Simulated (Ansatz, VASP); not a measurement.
Mg: VASP beside Ansatz

Contents of INCAR:

```
  PREC = Accurate
  ENCUT = 520
  EDIFF = 1E-6
  ISMEAR = 0
  SIGMA = 0.15
  LREAL = False
  LASPH = True
  NELM = 80
  ALGO = Normal
  ISIF = 2
  LWAVE = False
  LCHARG = False
  GGA = PS
  NBANDS = 7
```

The input KPOINTS:

```
regular mesh
0
Gamma
  24 24 24
```

POSCAR

```
Mg
1.0
   -1.6360828613      1.6360828613      1.7072168988
    1.6360828613     -1.6360828613      1.7072168988
    1.6360828613      1.6360828613     -1.7072168988
Mg
1
Direct
    0.0000000000      0.0000000000      0.0000000000
```

Input for Ansatz:

```yaml
crystal:
  lattice:
    - [-1.6360828613, 1.6360828613, 1.7072168988]
    - [1.6360828613, -1.6360828613, 1.7072168988]
    - [1.6360828613, 1.6360828613, -1.7072168988]
  atoms:
    - { symbol: Mg, position: [0.0, 0.0, 0.0] }
basis:
  ecutwfc: 420
kpoints:
  mp_grid: { grid: [24, 24, 24] }
hamiltonian:
  xc: pbesol
scf:
  occupations: { method: gaussian, width: 0.15 }
output:
  forces: true
  stress: true
  eigenvalues: true
```

Change from the starting cell: strain -0.080 along x and y, -0.040 along z, atoms carried along.

Alike in both runs: task single point; functional PBEsol; k mesh 24 × 24 × 24; occupations gaussian, width 0.15 eV; no spin polarisation.

|  | VASP | Ansatz |
| --- | --- | --- |
| version | VASP 6.6.1 | Ansatz 0.2.0 |
| potentials or method | VASP PAW PBE potentials, release 64 (Mg), cutoff 520 eV | scalar-relativistic, plane waves, PAW |
| valence electrons in the cell | 2 | 10 |

|  | VASP | Ansatz | Ansatz less VASP |
| --- | --- | --- | --- |
| gap on the k mesh at the Fermi level (eV) | none | none | - |
| pressure (GPa) | 11.5 | 11.4 | -0.10 |
| traceless stress, the component that is largest in VASP (GPa) | -0.06 | -0.06 | +0.006 |

VASP's potentials were made for PBE, not for PBEsol. A gap of «none» marks a metal or a gap that the smearing closes. With one functional, cell and mesh, what is left measures potentials, basis and numerics. VASP's potentials hold 2 valence electrons a cell and Ansatz's 10, so a difference there can come from the potentials and not from the codes.
